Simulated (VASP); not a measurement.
# C (I4_1/amd) in VASP: relaxation of cell and atoms with PBE

Aim: the relaxation of cell and atoms of C with PBE.

Program: VASP 6.6.1. These are calculated values, not measurements. Logs are shortened: lines on timing, memory, paths and dates and some standing lists are left out, and cuts for length are marked.

## (1) The cell of the first run

It takes space group I4_1/amd (No. 141, tetragonal). Conventional cell: a = 3.648 Å, b = 3.648 Å, c = 2.006 Å, α = 90.00°, β = 90.00°, γ = 90.00°. Within 2.5 Å of C (site symmetry -4m2) lie 10 C at 1.89 to 2.36 Å.

## (2) Relaxation of cell and atoms, PBE, target pressure 21 GPa, at which the enthalpy is minimised

INCAR reads:

```
PREC = Accurate
ENCUT = 600
EDIFF = 1E-6
ISMEAR = -1
SIGMA = 0.1
LREAL = False
LASPH = True
NELM = 60
ALGO = Normal
ISIF = 3
LWAVE = False
LCHARG = False
GGA = PE
IBRION = 2
NSW = 60
EDIFFG = -0.005
PSTRESS = 210.0
```

KPOINTS reads:

```
regular mesh
0
Gamma
  22 22 22
```

POSCAR reads:

```
C
1.0
   -1.8240450822      1.8240450822      1.0032247952
    1.8240450822     -1.8240450822      1.0032247952
    1.8240450822      1.8240450822     -1.0032247952
C
2
Direct
   -0.3750000000     -0.1250000000     -0.2500000000
    0.3750000000      0.1250000000      0.2500000000
```

Potentials or basis: VASP PAW PBE potentials, release 64 (C).

Launch:

```console
cat potpaw_PBE.64/C/POTCAR > POTCAR
mpirun -np 1 vasp_std > vasp.out
```

OUTCAR:

```text
PREC = Accurate
   ENCUT = 600
   EDIFF = 1E-6
   ISMEAR = -1
   LREAL = False
   LASPH = True
   NELM = 60
   ISIF = 3
   GGA = PE
   IBRION = 2
   NSW = 60
   EDIFFG = -0.005
   PSTRESS = 210.0

 ion  position               nearest neighbor table
   1  0.625  0.875  0.750-   2 1.89   2 1.89   2 1.89   2 1.89
   2  0.375  0.125  0.250-   1 1.89   1 1.89   1 1.89   1 1.89

  LATTYP: Found a body centered tetragonal cell.
 ALAT       =     3.6480901644
 C/A-ratio  =     0.5500000000

  Lattice vectors:

 A1 = (  -1.8240450822,   1.8240450822,   1.0032247952)
 A2 = (   1.8240450822,  -1.8240450822,   1.0032247952)
 A3 = (   1.8240450822,   1.8240450822,  -1.0032247952)

Analysis of symmetry for initial positions (statically):
=====================================================================
 Subroutine PRICEL returns:
 Original cell was already a primitive cell.

 Routine SETGRP: Setting up the symmetry group for a
 body centered tetragonal supercell.

 Subroutine GETGRP returns: Found 16 space group operations
 (whereof  4 operations were pure point group operations)
 out of a pool of 16 trial point group operations.

The static configuration has the point symmetry C_2h.
 The point group associated with its full space group is D_4h.

Analysis of symmetry for dynamics (positions and initial velocities):
=====================================================================
 Subroutine PRICEL returns:
 Original cell was already a primitive cell.

 Routine SETGRP: Setting up the symmetry group for a
 body centered tetragonal supercell.

 Subroutine GETGRP returns: Found 16 space group operations
 (whereof  4 operations were pure point group operations)
 out of a pool of 16 trial point group operations.

The dynamic configuration has the point symmetry C_2h.
 The point group associated with its full space group is D_4h.

 Subroutine INISYM returns: Found 16 space group operations
 (whereof  4 operations are pure point group operations),
 and found     1 'primitive' translations

----------------------------------------------------------------------------------------

                                     Primitive cell

  volume of cell :      13.3515

  direct lattice vectors                    reciprocal lattice vectors
    -1.824045082  1.824045082  1.003224795     0.000000000  0.274116032  0.498392785
     1.824045082 -1.824045082  1.003224795     0.274116032  0.000000000  0.498392785
     1.824045082  1.824045082 -1.003224795     0.274116032  0.274116032  0.000000000

  length of vectors
     2.767804349  2.767804349  2.767804349     0.568801343  0.568801343  0.387658610

  position of ions in fractional coordinates (direct lattice)
     0.625000000  0.875000000  0.750000000
     0.375000000  0.125000000  0.250000000

  ion indices of the primitive-cell ions
   primitive index   ion index
                 1           1
                 2           2

----------------------------------------------------------------------------------------

 KPOINTS: regular mesh

Automatic generation of k-mesh.
 Grid dimensions read from file:
 generate k-points for:   22   22   22

 Generating k-lattice:

  Cartesian coordinates                     Fractional coordinates (reciprocal lattice)
     0.000000000  0.012459820  0.022654218     0.045454545  0.000000000  0.000000000
     0.012459820  0.000000000  0.022654218     0.000000000  0.045454545  0.000000000
     0.012459820  0.012459820  0.000000000     0.000000000  0.000000000  0.045454545

  Length of vectors
     0.025854606  0.025854606  0.017620846

  Shift w.r.t. Gamma in fractional coordinates (k-lattice)
     0.000000000  0.000000000  0.000000000

 Subroutine IBZKPT returns following result:
 ===========================================

 Found    834 irreducible k-points:

 Following reciprocal coordinates:
            Coordinates               Weight
  0.000000  0.000000  0.000000      1.000000
  0.045455  0.000000 -0.000000      8.000000
  0.090909  0.000000 -0.000000      8.000000
  0.136364  0.000000  0.000000      8.000000
  0.181818  0.000000 -0.000000      8.000000
  0.227273  0.000000 -0.000000      8.000000
[... 16 lines left out ...]
  0.500000  0.045455  0.000000     16.000000
 -0.454545  0.045455  0.000000     16.000000
 [... further k-points ...]
   k-points           NKPTS =    834   k-points in BZ     NKDIM =    834   number of bands    NBANDS=      8
   number of dos      NEDOS =    301   number of ions     NIONS =      2
   total plane-waves  NPLWV =  13824
   dimension x,y,z NGX =    24 NGY =   24 NGZ =   24
   dimension x,y,z NGXF=    48 NGYF=   48 NGZF=   48
   ions per type =               2
   NGX,Y,Z   is equivalent  to a cutoff of  14.42, 14.42, 14.42 a.u.
   NGXF,Y,Z  is equivalent  to a cutoff of  28.83, 28.83, 28.83 a.u.
 SYSTEM =  unknown system
   PREC   = accura    normal or accurate (medium, high low for compatibility)
   ISTART =      0    job   : 0-new  1-cont  2-samecut
   ICHARG =      2    charge: 1-file 2-atom 10-const
   ISPIN  =      1    spin polarized calculation?
   LNONCOLLINEAR =      F non collinear calculations
   LSORBIT =      F    spin-orbit coupling
   LASPH  =      T    aspherical Exc in radial PAW
   ENCUT  =  600.0 eV  44.10 Ry    6.64 a.u.   5.53  5.53  5.53*2*pi/ulx,y,z
   NELM   =     60;   NELMIN=  2; NELMDL= -5     # of ELM steps
   EDIFF  = 0.1E-05   stopping-criterion for ELM
   LREAL  =      F    real-space projection
   EDIFFG = -.5E-02   stopping-criterion for IOM
   NSW    =     60    number of steps for IOM
   IBRION =      2    ionic relax: 0-MD 1-quasi-New 2-CG
   NFREE  =      1    steps in history (QN), initial steepest desc. (CG)
   ISIF   =      3    stress and relaxation
   ISYM   =      2    0-nonsym 1-usesym 2-fastsym
   POTIM  = 0.5000    time-step for ionic-motion
   TEBEG  =    0.0;   TEEND  =   0.0 temperature during run
   PSTRESS=  210.0 pullay stress
   NELECT =       8.0000    total number of electrons
   NUPDOWN=      -1.0000    fix difference up-down
   EMIN   =  10.00;   EMAX   =-10.00  energy-range for DOS
   EFERMI =   0.00;   METHOD = LEGACY
   ISMEAR =    -1;   SIGMA  =   0.10  broadening in eV -4-tet -1-fermi 0-gaus
   EFERMI_NEDOS =   21; number of points for ismear=-14 and -15
   IALGO  =     38    algorithm
   IMIX   =      4    mixing-type and parameters
     AMIX     =   0.40;   BMIX     =  1.00
     AMIX_MAG =   1.60;   BMIX_MAG =  1.00
  volume/ion in A,a.u.               =       6.68        45.05
  Fermi-wavevector in a.u.,A,eV,Ry     =   1.380157  2.608118 25.916816  1.904832
  Thomas-Fermi vector in A             =   2.505060
   LORBIT       =      0    0 simple, 1 ext, 2 COOP (PROOUT), +10 PAW based schemes
   GGA     = PE    functional components
   LHFCALC =     F    Hartree Fock is set to
   AEXX    =    0.0000 exact exchange contribution
   IVDW    =     0    specifies the selected vdW correction
   LEPSILON=     F    determine dielectric tensor
   LRPA    =     F    only Hartree local field effects (RPA)
 conjugate gradient relaxation of ions
 non-spin polarized calculation
  energy-cutoff  :      600.00
  volume of cell :       13.35
 maximum number of plane-waves:       462
 NGX is ok and might be reduce to    24
   NGX = 11   NGY = 11   NGZ = 11

--------------------------------------- Ionic step        1  -------------------------------------------

 number of electron       8.0000000 magnetization

 Free energy of the ion-electron system (eV)
  ---------------------------------------------------
  ext. energy  EPLUGINS =         0.00000000
  ---------------------------------------------------
  free energy    TOTEN  =       -12.16735957 eV

  energy without entropy =      -12.15194691  energy(sigma->0) =      -12.15965324

 E-fermi :   8.3611     XC(G=0): -13.0152

 val. band max:        8.3518558583   @ k =  -0.0455  -0.2273   0.0455
 cond. band min:       8.3639944853   @ k =  -0.0909   0.1364   0.0455
 fundamental gap:      0.0121386270
 Fermi energy:         8.3611489326

 k-point     1 :       0.0000    0.0000    0.0000
  band No.  band energies     occupation
      1     -11.2525      2.00000
      2       4.1003      2.00000
      3       4.1003      2.00000
      4       6.3213      2.00000
      5      16.6074      0.00000
      6      16.6684      0.00000
      7      16.7581      0.00000
      8      16.7581      0.00000
[... 243 lines left out ...]
 k-point    24 :      -0.4545    0.0455    0.0000
  band No.  band energies     occupation
      1      -4.2471      2.00000
      2       1.6232      2.00000
      3       3.7706      2.00000
      4       5.1284      2.00000
      5       7.8101      1.99194
      6      13.2307      0.00000
      7      14.0928      0.00000
      8      14.9806      0.00000

 [... further k-points ...]

------------------------ aborting loop because EDIFF is reached ----------------------------------------

  FORCE on cell =-STRESS in cart. coord.  units (eV):
  Direction    XX          YY          ZZ          XY          YZ          ZX
  --------------------------------------------------------------------------------------
  -------------------------------------------------------------------------------------
  Total       -4.8472765     -4.8472765     -1.2360488      0.0000000      0.0000000     -0.0000000
  in kB     -581.6731176   -581.6731176   -148.3258381      0.0000000      0.0000000     -0.0000000
  external PRESSURE =    -647.2240245 kB  Pullay stress =     210.0000000 kB
[... 93 lines left out ...]
  FREE ENERGIE OF THE ION-ELECTRON SYSTEM (eV)
  ---------------------------------------------------
  free  energy   TOTEN  =       -12.7125461448 eV

  energy  without entropy=      -12.7001206103  energy(sigma->0) =      -12.70633338

  enthalpy is  TOTEN    =       -11.3858442587 eV   P V=        1.3267018861

[... ionic steps 4 to 28 ...]

--------------------------------------- Ionic step       29  -------------------------------------------

 number of electron       7.9999999 magnetization

------------------------ aborting loop because EDIFF is reached ----------------------------------------

  FORCE on cell =-STRESS in cart. coord.  units (eV):
  Direction    XX          YY          ZZ          XY          YZ          ZX
  --------------------------------------------------------------------------------------
  -------------------------------------------------------------------------------------
  Total        1.6169966      1.6169966      1.6174864      0.0000000      0.0000000     -0.0000000
  in kB      245.8550623    245.8550623    245.9295293      0.0000000      0.0000000     -0.0000000
  external PRESSURE =      35.8798847 kB  Pullay stress =     210.0000000 kB
[... 61 lines left out ...]
  enthalpy is  TOTEN    =       -16.3521228685 eV   P V=        1.3851128456

--------------------------------------- Ionic step       31  -------------------------------------------

 number of electron       7.9999999 magnetization

 Free energy of the ion-electron system (eV)
  ---------------------------------------------------
  ext. energy  EPLUGINS =         0.00000000
  ---------------------------------------------------
  free energy    TOTEN  =       -17.74205432 eV

  energy without entropy =      -17.74205432  energy(sigma->0) =      -17.74205432

 E-fermi :  12.9129     XC(G=0): -13.5990

 val. band max:       11.6691750802   @ k =   0.0000   0.0000   0.0000
 cond. band min:      14.2992660477   @ k =  -0.3636  -0.3636   0.3636
 fundamental gap:      2.6300909675
 Fermi energy:        12.9128592262

 k-point     1 :       0.0000    0.0000    0.0000
  band No.  band energies     occupation
      1     -11.6910      2.00000
      2      10.5181      2.00000
      3      10.5181      2.00000
      4      11.6692      1.99999
      5      16.3420      0.00000
      6      16.7514      0.00000
      7      16.7514      0.00000
      8      30.9246      0.00000
[... 243 lines left out ...]
 k-point    24 :      -0.4545    0.0455    0.0000
  band No.  band energies     occupation
      1      -6.3345      2.00000
      2      -2.3162      2.00000
      3       7.2449      2.00000
      4       8.0973      2.00000
      5      19.1748      0.00000
      6      19.4740      0.00000
      7      21.1269      0.00000
      8      27.1511      0.00000

 [... further k-points ...]

------------------------ aborting loop because EDIFF is reached ----------------------------------------

  FORCE on cell =-STRESS in cart. coord.  units (eV):
  Direction    XX          YY          ZZ          XY          YZ          ZX
  --------------------------------------------------------------------------------------
  -------------------------------------------------------------------------------------
  Total        1.3913090      1.3913090      1.3889185      0.0000000     -0.0000000      0.0000000
  in kB      210.2401266    210.2401266    209.8789035      0.0000000     -0.0000000      0.0000000
  external PRESSURE =       0.1197189 kB  Pullay stress =     210.0000000 kB
[... 17 lines left out ...]
  FREE ENERGIE OF THE ION-ELECTRON SYSTEM (eV)
  ---------------------------------------------------
  free  energy   TOTEN  =       -17.7420543195 eV

  energy  without entropy=      -17.7420543151  energy(sigma->0) =      -17.74205432

  enthalpy is  TOTEN    =       -16.3523344282 eV   P V=        1.3897198913

 reached required accuracy - stopping structural energy minimisation
```

It took 10 min on 1 thread of Intel Xeon Platinum 8488C (Sapphire Rapids), shared host; peak memory 0.21 GiB.

Results:

- Free energy: -17.7421 eV
- Relaxed volume: 5.30 Å³/atom
- Relaxed cell: a = 2.449 Å, b = 2.449 Å, c = 2.449 Å, α = 118.52°, β = 118.52°, γ = 92.58°
- Space group after relaxing (to 0.1 Å): I4_1/amd (No. 141)
- Energy change on relaxing (the run minimises the enthalpy): -2787.3 meV/atom
- Ionic steps: 31
- Pressure after relaxing: 21.0 GPa
- Band gap on the k mesh: 2.63 eV (least direct gap 4.67 eV)

Step by step:
```
step  energy change (eV)  largest force (eV/Å)  pressure (GPa)  volume (Å³)
   1              0.0000                0.0000          -43.72        13.35
   2             -0.0088                0.0000          128.35         8.76
   3             -0.5452                0.0000           31.68        10.12
   4             -0.8771                0.0000           49.93         9.93
   5             -2.4106                0.0000          160.69         8.86
   6              8.8549                0.0000         1156.11         5.38
   7             -2.7601                0.0000          277.61         8.03
   8             -0.3451                0.0000          563.05         6.76
   9             -2.0095                0.0000          411.11         7.34
  10             -1.8080                0.0000          433.20         7.25
  11             -1.8218                0.0000          432.74         7.25
  12             -1.8572                0.0000          431.46         7.25
  13             -1.9015                0.0000          429.21         7.26
  14             -1.8807                0.0000          426.01         7.26
  15             -1.9043                0.0000          426.87         7.26
  16             -1.9650                0.0000          421.45         7.28
  17             -2.1432                0.0000          405.40         7.35
  18             -2.4826                0.0000          374.67         7.49
  19             -3.0959                0.0000          318.12         7.77
  20             -4.0830                0.0000          222.43         8.36
  21             -5.2536                0.0000           85.54         9.62
  22             -5.3349                0.0000          -51.57        12.51
  23             -5.5842                0.0000           12.00        10.76
  24             -5.5696                0.0000           19.41        10.61
  25             -5.5591                0.0000           23.54        10.54
  26             -5.5604                0.0000           23.64        10.54
  27             -5.5634                0.0000           23.96        10.54
  28             -5.5654                0.0000           24.64        10.54
  29             -5.5654                0.0000           24.59        10.54
  30             -5.5699                0.0000           22.93        10.57
  31             -5.5747                0.0000           21.01        10.60
```

Final structure:
```
C
1.0
    -1.25160    1.25160    1.69210
     1.25160   -1.25160    1.69210
     1.25160    1.25160   -1.69210
C
2
Direct
  0.62500 0.87500 0.75000
  0.37500 0.12500 0.25000
```

Caveat: the cell is relaxed towards a set pressure, so the run minimises the enthalpy, not the energy; the volume moved by over 15 % at a fixed basis, so the end points are rough. A k mesh can miss the band edges.
